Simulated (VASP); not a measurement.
Here is a VASP 6.6.1 calculation.

Contents of INCAR:

```
SYSTEM = Co
PREC = Accurate
ENCUT = 600
EDIFF = 1E-6
ISMEAR = 0
SIGMA = 0.1
LREAL = .FALSE.
LASPH = .TRUE.
NELM = 200
ALGO = Normal
ISIF = 2
LWAVE = .FALSE.
LCHARG = .FALSE.
ISPIN = 2
MAGMOM = 1.83 1.83
LORBIT = 11
LMAXMIX = 4
GGA = RP
NBANDS = 20
GGA_COMPAT = .FALSE.
```

File KPOINTS:

```
Automatic mesh
0
G
  3 3 2
  0 0 0
```

File POSCAR:

```
Co
1.0
    2.4719999032      0.0000000000      0.0000000000
   -1.2359999516      2.1408147143      0.0000000000
    0.0000000000      0.0000000000      4.0211440800
Co
2
Direct
    0.3333333333      0.6666666667      0.2500000000
    0.6666666667      0.3333333333      0.7500000000
```

Potentials or basis: VASP PAW PBE potentials, release 64 (Co).

Launch:

```sh
$ cat potpaw_PBE.64/Co/POTCAR > POTCAR
$ mpirun -np 1 vasp_std > vasp.out
```

**Question.** Predict the site moments.

**Answer.** Co +1.53 μB.

**Question.** What does it give for the pressure?

**Answer.** 11.8 GPa.

**Question.** Predict the net moment.

**Answer.** 3.00 μB per cell.

Stress tensor (GPa, compression positive):
```
18.47  0.00  0.00
 0.00 18.47  0.00
 0.00  0.00 -1.47
```

Caveat: the k points lie up to 0.98 Å⁻¹ apart; the PAW data sets were made with another functional, which shifts forces and pressure a little.
